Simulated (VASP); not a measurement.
Input of a VASP 6.6.1 run:

File POSCAR:

```
AlRu
1.0
    3.0719703032      0.0000000000      0.0000000000
    0.0000000000      3.0719703032      0.0000000000
    0.0000000000      0.0000000000      2.9079154693
Al Ru
1 1
Direct
    0.0000000000      0.0000000000      0.0000000000
    0.5000000000      0.5000000000      0.5000000000
```

The input INCAR.step1:

```
SYSTEM = AlRu
PREC = Accurate ; ENCUT = 520
ISMEAR = 0 ; SIGMA = 0.1
LREAL = .False. ; LASPH = .True.
NELM = 100 ; NBANDS = 16
GGA = PE ; ALGO = Normal
EDIFF = 1E-4 ; LWAVE = .True.
LCHARG = .False.
```

INCAR.step2

```
SYSTEM = AlRu
PREC = Accurate ; ENCUT = 520
EDIFF = 1E-6 ; ISMEAR = 0
SIGMA = 0.1 ; LREAL = .False.
LASPH = .True. ; NELM = 100
ALGO = Normal ; ISIF = 2
LWAVE = .False. ; LCHARG = .True.
METAGGA = R2SCAN ; LMIXTAU = .True.
LELF = .True. ; LVHAR = .True.
NBANDS = 16 ; ISTART = 1
```

KPOINTS

```
Automatic mesh
0
Gamma
  18 18 18
  0 0 0
```

Potentials or basis: VASP PAW PBE potentials, release 64 (Al, Ru_pv).

Launch:

```sh
$ cat potpaw_PBE.64/Al/POTCAR potpaw_PBE.64/Ru_pv/POTCAR > POTCAR
$ cp INCAR.step1 INCAR
$ mpirun -np 1 vasp_std > vasp.out
$ cp INCAR.step2 INCAR
$ mpirun -np 1 vasp_std > vasp.out
```

Question: Estimate the pressure.

Answer: -6.6 GPa.

Stress tensor (GPa, compression positive):
```
-9.90  0.00  0.00
 0.00 -9.90  0.00
 0.00  0.00  0.11
```

Caveat: the cell differs from its parent crystal (biaxial strain in the a-b plane: +3.0 %, then relaxed in part); the PAW data sets were made with another functional, which shifts forces and pressure a little.
